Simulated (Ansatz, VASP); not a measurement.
# Two plane-wave programs on Au

File INCAR:

```
SYSTEM = Au
PREC = Accurate ; ENCUT = 600
EDIFF = 1E-6 ; ISMEAR = 0
SIGMA = 0.1 ; LREAL = .False.
LASPH = .True. ; NELM = 80
ALGO = Normal ; ISIF = 3
LWAVE = .False. ; LCHARG = .False.
GGA = PS ; IBRION = 2
NSW = 90 ; EDIFFG = -0.04
```

Contents of KPOINTS:

```
Automatic mesh
0
Gamma
  6 6 6
  0 0 0
```

POSCAR

```
Au
1.0
    4.9204593072      0.0000000000      0.0000000000
   -2.4602296536      4.2612427583      0.0000000000
    0.0000000000      0.0000000000      3.0164554883
Au
3
Direct
    0.0000000000      0.0000000000      0.0000000000
    0.3333333333      0.6666666667      0.5000000000
    0.6666666667      0.3333333333      0.5000000000
```

Input for Ansatz:

```yaml
crystal:
  lattice:
    - [4.9204593072, 0.0, 0.0]
    - [-2.4602296536, 4.2612427583, 0.0]
    - [0.0, 0.0, 3.0164554883]
  atoms:
    - { symbol: Au, position: [0.0, 0.0, 0.0] }
    - { symbol: Au, position: [0.3333333333, 0.6666666667, 0.5] }
    - { symbol: Au, position: [0.6666666667, 0.3333333333, 0.5] }
basis:
  ecutwfc: 420
kpoints:
  mp_grid: { grid: [6, 6, 6] }
hamiltonian:
  xc: pbesol
scf:
  occupations: { method: gaussian, width: 0.1 }
  lower_state_search: "off"
output:
  forces: true
  stress: true
  eigenvalues: true
relax:
  adjacent_minimum: "off"
  f_tol: 0.04
  max_steps: 70
  cell: { stress_tol: 0.4 }
```

Alike in both runs: task relaxation of cell and atoms; functional PBEsol; k mesh 6 × 6 × 6; occupations gaussian, width 0.1 eV; no spin polarisation.

|  | VASP | Ansatz |
| --- | --- | --- |
| version | VASP 6.6.1 | Ansatz 0.2.0 |
| potentials or method | VASP PAW PBE potentials, release 64 (Au), cutoff 600 eV | scalar-relativistic, plane waves, PAW |
| valence electrons in the cell | 33 | 57 |

|  | VASP | Ansatz | Ansatz less VASP |
| --- | --- | --- | --- |
| gap on the k mesh at the Fermi level, each at its own relaxed structure (eV) | none | none | - |
| relaxed volume (Å³/atom) | 17.38 | 17.40 | +0.021 |
| relaxed length of the cell vector where the two differ most in proportion (Å) | 4.704 | 4.707 | +0.0029 |

VASP's potentials were made for PBE, not for PBEsol. A gap of «none» marks a metal or a gap that the smearing closes. VASP's potentials hold 33 valence electrons a cell and Ansatz's 57, so a difference there can come from the potentials and not from the codes.

Neither program's run includes spin-orbit coupling. Noted on VASP's run: the volume moved by over 15 % at a fixed basis, so the end points are rough.
